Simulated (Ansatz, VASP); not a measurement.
# Na3Al in VASP and in Ansatz

```xyz
4
Lattice="0.0000 3.8330 3.8330 3.8330 0.0000 3.8330 3.8330 3.8330 0.0000" Properties=species:S:1:pos:R:3 pbc="T T T"
Na    1.9165    1.9165    1.9165
Na    5.7495    5.7495    5.7495
Na    3.8330    3.8330    3.8330
Al    0.0000    0.0000    0.0000
```

Alike in both runs: task single point; functional LDA; k mesh 5 × 5 × 5; no spin polarisation.

|  | VASP | Ansatz |
| --- | --- | --- |
| version | VASP 6.6.1 | Ansatz 0.2.0 |
| potentials or method | VASP PAW LDA potentials, release 64 (Na_pv, Al) | plane waves, PAW |
| plane-wave cutoff (eV) | 500 | 420 |
| occupations | gaussian, width 0.1 eV | gaussian |
| valence electrons in the cell | 24 | 30 |

```tsv
	VASP	Ansatz	Ansatz less VASP
gap on the k mesh at the Fermi level (eV)	none	none	-
pressure (GPa)	-1.3	-1.2	+0.03
```

LDA's correlation is that of Perdew and Zunger in VASP and of Perdew and Wang (1992) in Ansatz. A gap of «none» marks a metal or a gap that the smearing closes. VASP's potentials hold 24 valence electrons a cell and Ansatz's 30, so a difference there can come from the potentials and not from the codes. Ansatz's warnings: force scf threshold loose, stress scf threshold loose.
